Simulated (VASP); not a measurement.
Write the native input for VASP 6.6.1 that does the following.

```yaml
Task: single point
Functional: PBE
Potentials_or_basis: VASP PAW PBE potentials, release 64 (Sr_sv, Al, O_h)
Cutoff: 1340 eV
k_mesh: 6 × 6 × 4
Occupations: gaussian, width 0.1 eV
Spin: no spin polarisation
Dipole_correction: no
Further_INCAR_settings: ALGO = Normal; EDIFF = 1e-06; NBANDS = 30
```

The structure of Sr3Al2O lies in POSCAR:

```
Sr3Al2O
1.0
    5.3898442068     -0.0000000031      0.0000000000
   -2.6949221007      4.6677420071      0.0000000000
    0.0000000000      0.0000000000     10.5655010674
Sr Al O
3 2 1
Direct
    0.0000000000      0.0000000000      0.2006068921
    0.0000000000      0.0000000000      0.7993931079
    0.3333333333      0.6666666667      0.5000000000
    0.6666666667      0.3333333333      0.6179737253
    0.6666666667      0.3333333333      0.3820262747
    0.0000000000      0.0000000000      0.0000000000
```

The cell was generated, and may not be a known phase.

One way to write it, as run:

INCAR

```
ALGO = Normal
EDIFF = 1E-6
ENCUT = 1340
GGA = PE
GGA_COMPAT = False
ISIF = 2
ISMEAR = 0
LASPH = True
LCHARG = False
LREAL = False
LWAVE = False
NBANDS = 30
NELM = 120
PREC = Accurate
SIGMA = 0.1
```

KPOINTS

```
k-points
0
Gamma
  6 6 4
```

Potentials or basis: VASP PAW PBE potentials, release 64 (Sr_sv, Al, O_h).

Launch:

```console
$ cat potpaw_PBE.64/Sr_sv/POTCAR potpaw_PBE.64/Al/POTCAR potpaw_PBE.64/O_h/POTCAR > POTCAR
$ mpirun -np 1 vasp_std > vasp.out
```

Results of the run:

| Property | Result |
| --- | --- |
| Pressure | 0.1 GPa |
| Largest force | 0.180 eV/Å |
| Band gap on the k mesh | zero (bands 21 and 22 overlap by 0.07 eV) |

It took 11 min on 1 thread of Intel(R) Xeon(R) 6975P-C (Granite Rapids), with other jobs on the host, peak memory 1.4 GiB.
